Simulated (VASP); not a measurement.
A run of VASP 6.6.1:

File POSCAR:

```
MgO
1.0
    0.0000000000      2.0809325543      2.0809325543
    2.0809325543      0.0000000000      2.0809325543
    2.0809325543      2.0809325543      0.0000000000
Mg O
1 1
Direct
    0.0000000000      0.0000000000      0.0000000000
    0.5000000000      0.5000000000      0.5000000000
```

The input INCAR.step1:

```
ALGO = Normal ; EDIFF = 1E-4
ENCUT = 520 ; GGA = PE
ISMEAR = 0 ; LASPH = True
LCHARG = False ; LREAL = False
LWAVE = True ; NBANDS = 11
NELM = 60 ; PREC = Accurate
SIGMA = 0.01
```

Contents of INCAR.step2:

```
ALGO = Normal ; EDIFF = 1E-6
ENCUT = 520 ; ISIF = 2
ISMEAR = 0 ; ISTART = 1
LASPH = True ; LCHARG = False
LMIXTAU = True ; LREAL = False
LWAVE = False ; METAGGA = R2SCAN
NBANDS = 11 ; NELM = 60
PREC = Accurate ; SIGMA = 0.01
```

File KPOINTS:

```
k-points
0
Gamma
  8 8 8
```

Potentials or basis: VASP PAW PBE potentials, release 64 (Mg, O).

Run with:

```bash
$ cat potpaw_PBE.64/Mg/POTCAR potpaw_PBE.64/O/POTCAR > POTCAR
$ cp INCAR.step1 INCAR
$ mpirun -np 1 vasp_std > vasp.out
$ cp INCAR.step2 INCAR
$ mpirun -np 1 vasp_std > vasp.out
```

Hardware: 1 thread of AMD EPYC 7R13, on a shared host.

**Question.** How long does it take, and how much memory?

**Answer.** Run time: 36 s on 1 thread of AMD EPYC 7R13, on a shared host, peak memory 0.11 GiB. Counts: k points 29.
